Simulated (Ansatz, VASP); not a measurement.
**MgS in VASP and in Ansatz**

```
CELL_PARAMETERS angstrom
0.00000 2.61488 2.61488
2.61488 0.00000 2.61488
2.61488 2.61488 0.00000
ATOMIC_POSITIONS crystal
Mg 0.50000 0.50000 0.50000
S 0.00000 0.00000 0.00000
```

Alike in both runs: functional PBE; k mesh 8 × 8 × 8; no spin polarisation.

Ansatz relaxed the structure, and its values are those at the end. VASP's run is a single point on that final structure, the one shown.

|  | VASP | Ansatz |
| --- | --- | --- |
| version | VASP 6.6.1 | Ansatz 0.2.0 |
| potentials or method | VASP PAW PBE potentials, release 64 (Mg, S), cutoff 600 eV | scalar-relativistic, plane waves, PAW |
| occupations | gaussian, width 0.01 eV | fixed |
| valence electrons in the cell | 8 | 16 |

|  | VASP | Ansatz | Ansatz less VASP |
| --- | --- | --- | --- |
| gap on the k mesh at the Fermi level (eV) | 2.74 | 2.76 | +0.015 |
| least direct gap on the mesh (eV) | 3.59 | 3.60 | +0.012 |
| pressure (GPa) | -0.3 | 0.0 | +0.27 |

VASP's potentials hold 8 valence electrons a cell and Ansatz's 16, so a difference there can come from the potentials and not from the codes.
